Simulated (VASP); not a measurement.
Wanted: the native input for a VASP 6.6.1 run.

| Quantity | Value |
| --- | --- |
| Task | single point |
| Functional | LDA |
| Potentials or basis | VASP PAW LDA potentials, release 64 (V_sv) |
| Cutoff | 500 eV |
| k mesh | 25 × 25 × 25 |
| Occupations | fermi-dirac, width 0.1 eV |
| Spin | no spin polarisation |
| Dipole correction | no |
| Further INCAR settings | ALGO = Normal; EDIFF = 1e-06; NBANDS = 12 |

The structure of V lies in POSCAR:

```
V
1.0
   -1.4638185223      1.4638185223      1.4638185223
    1.4638185223     -1.4638185223      1.4638185223
    1.4638185223      1.4638185223     -1.4638185223
V
1
Direct
    0.0000000000      0.0000000000      0.0000000000
```

The input as run:

INCAR

```
PREC = Accurate ; ENCUT = 500
EDIFF = 1E-6 ; ISMEAR = -1
SIGMA = 0.1 ; LREAL = F
LASPH = T ; NELM = 120
ALGO = Normal ; ISIF = 2
LWAVE = F ; LCHARG = T
LELF = T ; LVHAR = T
NBANDS = 12 ; GGA_COMPAT = F
```

KPOINTS

```
regular mesh
0
Gamma
  25 25 25
```

Potentials or basis: VASP PAW LDA potentials, release 64 (V_sv).

Command:

```console
$ cat potpaw_LDA.64/V_sv/POTCAR > POTCAR
$ mpirun -np 1 vasp_std > vasp.out
```

Results of the run:

```yaml
Pressure: 0.3 GPa
Band_gap_on_the_k_mesh: zero (an odd number of electrons rules out a gap without spin polarisation)
```

Run time: 61 s on 1 thread of Intel Xeon 8259CL, with other jobs on the host, peak memory 0.17 GiB.
